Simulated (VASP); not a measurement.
Here is a VASP 6.6.1 calculation.

Contents of POSCAR:

```
SiC2
1.0
    2.9232701693      0.0000000000      0.0000000000
   -1.4616350847      2.5316262288      0.0000000000
    0.0000000000      0.0000000000      7.4136177446
C Si
4 2
Direct
    0.6666666667      0.3333333333      0.5367424683
    0.3333333333      0.6666666667      0.2555560122
    0.3333333333      0.6666666667      0.4632575317
    0.6666666667      0.3333333333      0.7444439878
    0.0000000000      0.0000000000      0.8389089478
    0.0000000000      0.0000000000      0.1610910522
```

File INCAR.step1:

```
SYSTEM = SiC2
  ALGO = Normal
  EDIFF = 1E-5
  ENCUT = 520
  GGA = PE
  ISIF = 2
  ISMEAR = 0
  LASPH = .TRUE.
  LCHARG = .FALSE.
  LREAL = .FALSE.
  LWAVE = .TRUE.
  NBANDS = 21
  NELM = 100
  PREC = Accurate
  SIGMA = 0.01
```

The input INCAR.step2:

```
SYSTEM = SiC2
  AEXX = 0.25
  ALGO = Normal
  EDIFF = 1E-6
  ENCUT = 520
  GGA = PE
  ISIF = 2
  ISMEAR = 0
  ISTART = 1
  LASPH = .TRUE.
  LCHARG = .FALSE.
  LHFCALC = .TRUE.
  LREAL = .FALSE.
  LWAVE = .FALSE.
  NBANDS = 21
  NELM = 100
  PREC = Accurate
  PRECFOCK = Fast
  SIGMA = 0.01
```

KPOINTS

```
k-points
0
G
  6 6 2
  0 0 0
```

Potentials or basis: VASP PAW PBE potentials, release 64 (C, Si).

Launch:

```bash
$ cat potpaw_PBE.64/C/POTCAR potpaw_PBE.64/Si/POTCAR > POTCAR
$ cp INCAR.step1 INCAR
$ mpirun -np 1 vasp_std > vasp.out
$ cp INCAR.step2 INCAR
$ mpirun -np 1 vasp_std > vasp.out
```

(1) Predict the band gap on the k mesh.

(2) Estimate the largest force.

(3) What does it give for the pressure?

## Answers

(1) 1.81 eV (least direct gap 3.96 eV).

(2) 0.160 eV/Å.

(3) -3.3 GPa.

Caveat: the k points lie up to 0.42 Å⁻¹ apart; the PAW data sets were made with another functional, which shifts forces and pressure a little.
